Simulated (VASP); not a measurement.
# SnO (P4/nmm) in VASP: further runs, part 2 of 2

VASP 6.6.1.

### 4 Single point, PBEsol

This run uses another cell than the first one, of 17.20 Å³/atom.

INCAR

```
SYSTEM = SnO
PREC = Accurate
ENCUT = 600
EDIFF = 1E-6
ISMEAR = 0
SIGMA = 0.1
LREAL = .False.
LASPH = .True.
NELM = 120
ALGO = Normal
ISIF = 2
LWAVE = .False.
LCHARG = .False.
GGA = PS
NBANDS = 28
GGA_COMPAT = .False.
```

KPOINTS

```
regular mesh
0
Gamma
  12 12 10
  0 0 0
```

POSCAR

```
SnO
1.0
    3.8052424998      0.0000000000      0.0000000000
    0.0000000000      3.8052424998      0.0000000000
    0.0000000000      0.0000000000      4.7521499374
Sn O
2 2
Direct
    0.5000000000      0.0000000000      0.2424576097
    0.0000000000      0.5000000000      0.7575423903
    0.0000000000      0.0000000000      0.0000000000
    0.5000000000      0.5000000000      0.0000000000
```

Potentials or basis: VASP PAW PBE potentials, release 64 (Sn_d, O).

Started as:

```
cat potpaw_PBE.64/Sn_d/POTCAR potpaw_PBE.64/O/POTCAR > POTCAR
mpirun -np 1 vasp_std > vasp.out
```

OUTCAR:

```text
SYSTEM = SnO
   PREC = Accurate
   ENCUT = 600
   EDIFF = 1E-6
   ISMEAR = 0
   LREAL = .False.
   LASPH = .True.
   NELM = 120
   ISIF = 2
   GGA = PS

 ion  position               nearest neighbor table
   1  0.500  0.000  0.242-   3 2.22   4 2.22   4 2.22   3 2.22   2 3.54   2 3.54   2 3.54   2 3.54
                             2 3.64   2 3.64   2 3.64   2 3.64
   2  0.000  0.500  0.758-   3 2.22   4 2.22   3 2.22   4 2.22   1 3.54   1 3.54   1 3.54   1 3.54
                             1 3.64   1 3.64   1 3.64   1 3.64
   3  0.000  0.000  0.000-   1 2.22   2 2.22   2 2.22   1 2.22
   4  0.500  0.500  0.000-   1 2.22   2 2.22   1 2.22   2 2.22

  LATTYP: Found a simple tetragonal cell.
 ALAT       =     3.8052424998
 C/A-ratio  =     1.2488428629

  Lattice vectors:

 A1 = (   3.8052424998,   0.0000000000,   0.0000000000)
 A2 = (   0.0000000000,   3.8052424998,   0.0000000000)
 A3 = (   0.0000000000,   0.0000000000,   4.7521499374)

Analysis of symmetry for initial positions (statically):
=====================================================================
 Subroutine PRICEL returns:
 Original cell was already a primitive cell.

 Routine SETGRP: Setting up the symmetry group for a
 simple tetragonal supercell.

 Subroutine GETGRP returns: Found 16 space group operations
 (whereof  8 operations were pure point group operations)
 out of a pool of 16 trial point group operations.

The static configuration has the point symmetry D_2d.
 The point group associated with its full space group is D_4h.

Analysis of symmetry for dynamics (positions and initial velocities):
=====================================================================
 Subroutine PRICEL returns:
 Original cell was already a primitive cell.

 Routine SETGRP: Setting up the symmetry group for a
 simple tetragonal supercell.

 Subroutine GETGRP returns: Found 16 space group operations
 (whereof  8 operations were pure point group operations)
 out of a pool of 16 trial point group operations.

The dynamic configuration has the point symmetry D_2d.
 The point group associated with its full space group is D_4h.

 Subroutine INISYM returns: Found 16 space group operations
 (whereof  8 operations are pure point group operations),
 and found     1 'primitive' translations

----------------------------------------------------------------------------------------

                                     Primitive cell

  volume of cell :      68.8105

  direct lattice vectors                    reciprocal lattice vectors
     3.805242500  0.000000000  0.000000000     0.262795341  0.000000000  0.000000000
     0.000000000  3.805242500  0.000000000     0.000000000  0.262795341  0.000000000
     0.000000000  0.000000000  4.752149937     0.000000000  0.000000000  0.210431071

  length of vectors
     3.805242500  3.805242500  4.752149937     0.262795341  0.262795341  0.210431071

  position of ions in fractional coordinates (direct lattice)
     0.500000000  0.000000000  0.242457610
     0.000000000  0.500000000  0.757542390
     0.000000000  0.000000000  0.000000000
     0.500000000  0.500000000  0.000000000

  ion indices of the primitive-cell ions
   primitive index   ion index
[... 26 lines left out ...]
 Subroutine IBZKPT returns following result:
 ===========================================

 Found    168 irreducible k-points:

 Following reciprocal coordinates:
            Coordinates               Weight
  0.000000  0.000000  0.000000      1.000000
  0.083333  0.000000  0.000000      4.000000
  0.166667  0.000000  0.000000      4.000000
  0.250000  0.000000  0.000000      4.000000
  0.333333  0.000000  0.000000      4.000000
  0.416667  0.000000  0.000000      4.000000
[... 16 lines left out ...]
  0.333333  0.333333  0.000000      4.000000
  0.416667  0.333333  0.000000      8.000000
 [... further k-points ...]
   k-points           NKPTS =    168   k-points in BZ     NKDIM =    168   number of bands    NBANDS=     28
   number of dos      NEDOS =    301   number of ions     NIONS =      4
   total plane-waves  NPLWV =  36000
   dimension x,y,z NGX =    30 NGY =   30 NGZ =   40
   dimension x,y,z NGXF=    60 NGYF=   60 NGZF=   80
   ions per type =               2   2
   NGX,Y,Z   is equivalent  to a cutoff of  13.11, 13.11, 13.99 a.u.
   NGXF,Y,Z  is equivalent  to a cutoff of  26.21, 26.21, 27.99 a.u.
 SYSTEM =  SnO
   PREC   = accura    normal or accurate (medium, high low for compatibility)
   ISTART =      0    job   : 0-new  1-cont  2-samecut
   ICHARG =      2    charge: 1-file 2-atom 10-const
   ISPIN  =      1    spin polarized calculation?
   LNONCOLLINEAR =      F non collinear calculations
   LSORBIT =      F    spin-orbit coupling
   LASPH  =      T    aspherical Exc in radial PAW
   ENCUT  =  600.0 eV  44.10 Ry    6.64 a.u.   7.60  7.60  9.49*2*pi/ulx,y,z
   NELM   =    120;   NELMIN=  2; NELMDL= -5     # of ELM steps
   EDIFF  = 0.1E-05   stopping-criterion for ELM
   LREAL  =      F    real-space projection
   EDIFFG = 0.1E-04   stopping-criterion for IOM
   NSW    =      0    number of steps for IOM
   IBRION =     -1    ionic relax: 0-MD 1-quasi-New 2-CG
   NFREE  =      0    steps in history (QN), initial steepest desc. (CG)
   ISIF   =      2    stress and relaxation
   ISYM   =      2    0-nonsym 1-usesym 2-fastsym
   POTIM  = 0.5000    time-step for ionic-motion
   TEBEG  =    0.0;   TEEND  =   0.0 temperature during run
   PSTRESS=    0.0 pullay stress
   NELECT =      40.0000    total number of electrons
   NUPDOWN=      -1.0000    fix difference up-down
   EMIN   =  10.00;   EMAX   =-10.00  energy-range for DOS
   EFERMI =   0.00;   METHOD = LEGACY
   ISMEAR =     0;   SIGMA  =   0.10  broadening in eV -4-tet -1-fermi 0-gaus
   EFERMI_NEDOS =   21; number of points for ismear=-14 and -15
   IALGO  =     38    algorithm
   IMIX   =      4    mixing-type and parameters
     AMIX     =   0.40;   BMIX     =  1.00
     AMIX_MAG =   1.60;   BMIX_MAG =  1.00
  volume/ion in A,a.u.               =      17.20       116.09
  Fermi-wavevector in a.u.,A,eV,Ry     =   1.366291  2.581916 25.398693  1.866751
  Thomas-Fermi vector in A             =   2.492445
   LORBIT       =      0    0 simple, 1 ext, 2 COOP (PROOUT), +10 PAW based schemes
   GGA     = PS    functional components
   LHFCALC =     F    Hartree Fock is set to
   AEXX    =    0.0000 exact exchange contribution
   IVDW    =     0    specifies the selected vdW correction
   LEPSILON=     F    determine dielectric tensor
   LRPA    =     F    only Hartree local field effects (RPA)
 non-spin polarized calculation
 Gauss-broadening in eV      SIGMA  =   0.10
  energy-cutoff  :      600.00
  volume of cell :       68.81
 maximum number of plane-waves:      2319
   NGX = 15   NGY = 15   NGZ = 19

 number of electron      40.0000022 magnetization

 Free energy of the ion-electron system (eV)
  ---------------------------------------------------
  ext. energy  EPLUGINS =         0.00000000
  ---------------------------------------------------
  free energy    TOTEN  =       -24.21920143 eV

  energy without entropy =      -24.21845857  energy(sigma->0) =      -24.21883000

 E-fermi :   7.2683     XC(G=0): -10.5937

 val. band max:        7.2226544205   @ k =   0.0833   0.0833   0.0000
 cond. band min:       7.2871208110   @ k =   0.5000   0.5000   0.1000
 fundamental gap:      0.0644663905
 Fermi energy:         7.2682746693

 k-point     1 :       0.0000    0.0000    0.0000
  band No.  band energies     occupation
      1     -14.7136      2.00000
      2     -14.2701      2.00000
      3     -14.2701      2.00000
      4     -14.2596      2.00000
      5     -14.2181      2.00000
      6     -14.2154      2.00000
[... 733 lines left out ...]
     27      14.6706      0.00000
     28      15.1509      0.00000

 [... further k-points ...]

------------------------ aborting loop because EDIFF is reached ----------------------------------------

  FORCE on cell =-STRESS in cart. coord.  units (eV):
  Direction    XX          YY          ZZ          XY          YZ          ZX
  --------------------------------------------------------------------------------------
  -------------------------------------------------------------------------------------
  Total        0.0826016      0.0826016      0.0833656      0.0000000     -0.0000000      0.0000000
  in kB        1.9232877      1.9232877      1.9410761      0.0000000     -0.0000000      0.0000000
  external PRESSURE =       1.9292172 kB  Pullay stress =       0.0000000 kB

 VOLUME and BASIS-vectors are now :
 -----------------------------------------------------------------------------
  energy-cutoff  :      600.00
  volume of cell :       68.81
      direct lattice vectors                 reciprocal lattice vectors
     3.805242500  0.000000000  0.000000000     0.262795341  0.000000000  0.000000000
     0.000000000  3.805242500  0.000000000     0.000000000  0.262795341  0.000000000
     0.000000000  0.000000000  4.752149937     0.000000000  0.000000000  0.210431071

 POSITION                                       TOTAL-FORCE (eV/Angst)
 -----------------------------------------------------------------------------------
      1.90262      0.00000      1.15219         0.000000     -0.000000      0.084814
      0.00000      1.90262      3.59996         0.000000     -0.000000     -0.084814
      0.00000      0.00000      0.00000         0.000000      0.000000      0.000000
      1.90262      1.90262      0.00000        -0.000000     -0.000000      0.000000
 -----------------------------------------------------------------------------------
    total drift:                                0.000000      0.000000     -0.000000

  FREE ENERGIE OF THE ION-ELECTRON SYSTEM (eV)
  ---------------------------------------------------
  free  energy   TOTEN  =       -24.2192014286 eV

  energy  without entropy=      -24.2184585655  energy(sigma->0) =      -24.21883000
```

OSZICAR:

```text
N       E                     dE             d eps       ncg     rms          rms(c)
DAV:   1     0.434016989346E+03    0.43402E+03   -0.21587E+04  9744   0.240E+03
DAV:   2     0.401538343355E+02   -0.39386E+03   -0.37791E+03  9660   0.578E+02
DAV:   3    -0.241693715742E+02   -0.64323E+02   -0.62944E+02 10716   0.188E+02
DAV:   4    -0.273658395565E+02   -0.31965E+01   -0.31802E+01 10872   0.440E+01
DAV:   5    -0.274384459414E+02   -0.72606E-01   -0.72596E-01 10184   0.724E+00    0.108E+01
DAV:   6    -0.242858110987E+02    0.31526E+01   -0.14268E+01 15260   0.431E+01    0.482E+00
DAV:   7    -0.242543275569E+02    0.31484E-01   -0.17713E+00 11052   0.809E+00    0.241E+00
DAV:   8    -0.242291409920E+02    0.25187E-01   -0.28524E-01 11456   0.348E+00    0.758E-01
DAV:   9    -0.242185427546E+02    0.10598E-01   -0.43350E-02 15120   0.225E+00    0.216E-01
DAV:  10    -0.242194691616E+02   -0.92641E-03   -0.62835E-03 13120   0.765E-01    0.122E-01
DAV:  11    -0.242191857575E+02    0.28340E-03   -0.14836E-03 14516   0.373E-01    0.202E-02
DAV:  12    -0.242192078791E+02   -0.22122E-04   -0.20027E-04  9668   0.818E-02    0.276E-02
DAV:  13    -0.242192017746E+02    0.61045E-05   -0.20967E-05 12032   0.313E-02    0.372E-03
DAV:  14    -0.242192014286E+02    0.34610E-06   -0.18938E-06  7232   0.130E-02
   1 F= -.24219201E+02 E0= -.24218830E+02  d E =-.742863E-03
```

Run time: 8.7 min. Hardware: 1 thread of AMD EPYC 7R43 (Zen 3), shared host; peak memory 0.39 GiB.

What came out:

```yaml
Free_energy: -24.2192 eV
Pressure: 0.2 GPa
Largest_force: 0.085 eV/Å
Band_gap_on_the_k_mesh: zero (bands 20 and 21 overlap by 0.10 eV)
```

Forces in eV/Å, atoms in the order of the input:
```
Sn   0.000  0.000  0.085
Sn   0.000  0.000 -0.085
O    0.000  0.000  0.000
O    0.000  0.000  0.000
```

Caveat: semilocal functionals underestimate gaps, so a narrow gap can read as zero; the PAW data sets were made with another functional, which shifts forces and pressure a little; spin-orbit coupling is left out, which moves the levels of the heavy elements.

### 5 Relaxation of cell and atoms, PBEsol

This run uses another cell than the first one, of 17.20 Å³/atom.

INCAR

```
PREC = Accurate ; ENCUT = 600
EDIFF = 1E-7 ; ISMEAR = -1
SIGMA = 0.15 ; LREAL = False
LASPH = True ; NELM = 120
ALGO = Normal ; ISIF = 3
LWAVE = False ; LCHARG = False
GGA = PS ; IBRION = 2
NSW = 80 ; EDIFFG = -0.001
GGA_COMPAT = False ; NELMIN = 4
```

KPOINTS

```
regular mesh
0
Gamma
  12 12 10
```

POSCAR is that of step 4.

Started as:

```
cat potpaw_PBE.64/Sn_d/POTCAR potpaw_PBE.64/O/POTCAR > POTCAR
mpirun -np 1 vasp_std > vasp.out
```

Wall time 14 min (1 thread of Intel Xeon 6975P-C (Granite Rapids), shared host); peak memory 0.41 GiB.

The run converged. Its results:

```
Free energy                           : -24.2273 eV
Relaxed volume                        : 17.03 Å³/atom
Relaxed cell                          : a = 3.801 Å, b = 3.801 Å, c = 4.716 Å, α = 90.00°, β = 90.00°, γ = 90.00°
Space group after relaxing (to 0.1 Å) : P4/nmm (No. 129)
Energy gained by relaxing             : 0.4 meV/atom
Ionic steps                           : 12
Pressure after relaxing               : 0.0 GPa
Band gap on the k mesh                : zero (bands 20 and 21 overlap by 0.19 eV)
```

Step by step:
```tsv
step	energy change (eV)	largest force (eV/Å)	pressure (GPa)	volume (Å³)
1	0.0000	0.1196	0.10	68.81
2	-0.0005	0.0117	-0.41	68.91
3	-0.0006	0.0168	-0.30	68.89
4	-0.0010	0.0115	-0.12	68.63
5	-0.0011	0.0075	0.01	68.43
6	-0.0013	0.0037	0.01	68.35
7	-0.0015	0.0051	0.00	68.16
8	-0.0015	0.0078	-0.01	68.10
9	-0.0015	0.0073	-0.01	68.11
10	-0.0015	0.0100	0.05	68.10
11	-0.0015	0.0002	0.02	68.10
12	-0.0015	0.0001	-0.01	68.13
```

Final structure:
```cif
data_structure
_symmetry_space_group_name_H-M 'P 1'
_symmetry_Int_Tables_number 1
_cell_length_a 3.8009
_cell_length_b 3.8009
_cell_length_c 4.7159
_cell_angle_alpha 90.000
_cell_angle_beta 90.000
_cell_angle_gamma 90.000
_cell_volume 68.13
loop_
_atom_site_label
_atom_site_type_symbol
_atom_site_fract_x
_atom_site_fract_y
_atom_site_fract_z
_atom_site_occupancy
Sn1 Sn 0.50000 0.00000 0.24569 1
Sn2 Sn 0.00000 0.50000 0.75431 1
O1 O 0.00000 0.00000 0.00000 1
O2 O 0.50000 0.50000 0.00000 1
```

Levels at points of the mesh, in eV from the Fermi level:
```tsv
k point	band 18	band 19	band 20	band 21	band 22	band 23
(0.00, 0.00, 0.00)	-3.29	-3.29	-0.12	2.06	4.36	4.36
(0.50, 0.00, 0.00)	-5.01	-2.95	-2.95	3.17	3.17	5.69
(0.50, 0.50, 0.00)	-2.63	-2.03	-2.03	-0.30	-0.30	4.28
(0.00, 0.00, 0.50)	-3.31	-3.05	-2.35	1.50	2.57	2.57
(0.50, 0.00, 0.50)	-4.96	-1.88	-1.88	2.56	2.56	5.12
(0.50, 0.50, 0.50)	-2.98	-2.63	-2.63	2.11	2.11	4.11
```

Caveat: semilocal functionals underestimate gaps, so a narrow gap can read as zero; the PAW data sets were made with another functional, which shifts forces and pressure a little; spin-orbit coupling is left out, which moves the levels of the heavy elements.

### 6 Relaxation of shape and atoms at fixed volume, PBEsol (18.23 Å³/atom)

This run uses another cell than the first one, of 18.23 Å³/atom.

INCAR

```
SYSTEM = SnO
PREC = Accurate
ENCUT = 600
EDIFF = 1E-6
ISMEAR = 0
SIGMA = 0.1
LREAL = .False.
LASPH = .True.
NELM = 80
ALGO = Normal
ISIF = 4
LWAVE = .False.
LCHARG = .False.
GGA = PS
IBRION = 2
NSW = 50
EDIFFG = -0.01
```

KPOINTS

```
Automatic mesh
0
Gamma
  12 12 10
  0 0 0
```

POSCAR

```
SnO
1.0
    3.8570625566      0.0000000000      0.0000000000
    0.0000000000      3.8570625566      0.0000000000
    0.0000000000      0.0000000000      4.9028354059
Sn O
2 2
Direct
    0.5000000000      0.0000000000      0.2370966205
    0.0000000000      0.5000000000      0.7629033795
    0.0000000000      0.0000000000      0.0000000000
    0.5000000000      0.5000000000      0.0000000000
```

Potentials or basis: VASP PAW PBE potentials, release 64 (Sn_d, O).

Started as:

```
cat potpaw_PBE.64/Sn_d/POTCAR potpaw_PBE.64/O/POTCAR > POTCAR
mpirun -np 1 vasp_std > vasp.out
```

Wall time 13 min (1 thread of Oxide Virtual Turin-like, shared host); peak memory 0.39 GiB.

Results (log left out):

```yaml
Free_energy: -24.2000 eV
Energy_gained_by_relaxing: 2.3 meV/atom
Ionic_steps: 5
Pressure_after_relaxing: -1.6 GPa
Largest_force_after_relaxing: 0.003 eV/Å
Band_gap_on_the_k_mesh: 0.25 eV (least direct gap 1.91 eV)
```

Forces on the atoms (eV/Å):
```
Sn   0.000  0.000 -0.003
Sn   0.000  0.000  0.003
O    0.000  0.000  0.000
O    0.000  0.000  0.000
```

Step by step:
| step | energy change (eV) | largest force (eV/Å) | pressure (GPa) | volume (Å³) |
| --- | --- | --- | --- | --- |
| 1 | 0.0000 | 0.3002 | -3.23 | 72.94 |
| 2 | -0.0063 | 0.0623 | -2.35 | 72.94 |
| 3 | -0.0069 | 0.0383 | -1.95 | 72.94 |
| 4 | -0.0085 | 0.0202 | -1.81 | 72.94 |
| 5 | -0.0093 | 0.0034 | -1.63 | 72.94 |

Final structure:
```
Sn O
1.0
     3.82950    0.00000    0.00000
     0.00000    3.82950    0.00000
     0.00000    0.00000    4.97367
Sn O
2 2
Direct
  0.50000 0.00000 0.23254
  0.00000 0.50000 0.76746
  0.00000 0.00000 0.00000
  0.50000 0.50000 0.00000
```

Levels at points of the mesh, in eV from the valence-band top:
```
           k point  band 16  band 17  band 18  band 19  band 20  band 21  band 22  band 23  band 24
(0.00, 0.00, 0.00)    -6.12    -3.35    -3.05    -3.05    -0.01     1.92     4.05     4.81     4.81
(0.50, 0.00, 0.00)    -4.89    -4.71    -4.71    -2.54    -2.54     3.03     3.03     5.75     5.75
(0.50, 0.50, 0.00)    -5.02    -2.39    -2.39    -1.82    -1.82     0.25     0.25     4.38     4.38
(0.00, 0.00, 0.50)    -3.41    -3.32    -3.07    -3.07    -2.12     1.60     3.12     3.12     3.70
(0.50, 0.00, 0.50)    -5.30    -4.68    -4.68    -1.65    -1.65     2.44     2.44     5.49     5.49
(0.50, 0.50, 0.50)    -5.40    -2.52    -2.52    -2.39    -2.39     2.44     2.44     3.78     3.78
```

Caveat: the PAW data sets were made with another functional, which shifts forces and pressure a little; spin-orbit coupling is left out, which moves the levels of the heavy elements. A k mesh can miss the band edges.

### 7 Overview

```csv
task,cell,smearing,gap on the mesh (eV),pressure (GPa),relaxed volume (Å³/atom),largest force (eV/Å)
relaxation of cell and atoms,"relaxed from a = 3.799, b = 3.799, c = 4.841 Å, 4 atoms, atomic positions A",gaussian 0.1 eV,none,0.0,17.13,-
single point,"a = 3.801, b = 3.801, c = 4.735 Å, 4 atoms, atomic positions B",fermi-dirac 0.15 eV,none,0.2,-,0.08
single point,"a = 3.805, b = 3.805, c = 4.752 Å, 4 atoms, atomic positions B",gaussian 0.1 eV,none,0.2,-,0.08
relaxation of cell and atoms,"relaxed from a = 3.805, b = 3.805, c = 4.752 Å, 4 atoms, atomic positions B",fermi-dirac 0.15 eV,none,0.0,17.03,-
relaxation of shape and atoms at fixed volume,"relaxed from a = 3.857, b = 3.857, c = 4.903 Å, 4 atoms, atomic positions A",gaussian 0.1 eV,0.25,-1.6,-,-
```

Alike in all rows: level PBEsol; potentials or basis VASP PAW PBE potentials, release 64 (Sn_d, O); no spin polarisation; k mesh 12 × 12 × 10; cutoff (eV) 600.

Caveats: the PAW data sets were made with another functional, which shifts forces and pressure a little; spin-orbit coupling is left out, which moves the levels of the heavy elements; semilocal functionals underestimate gaps, so a narrow gap can read as zero (at least some runs).

Absolute energies hang on the potentials; compare differences alone.
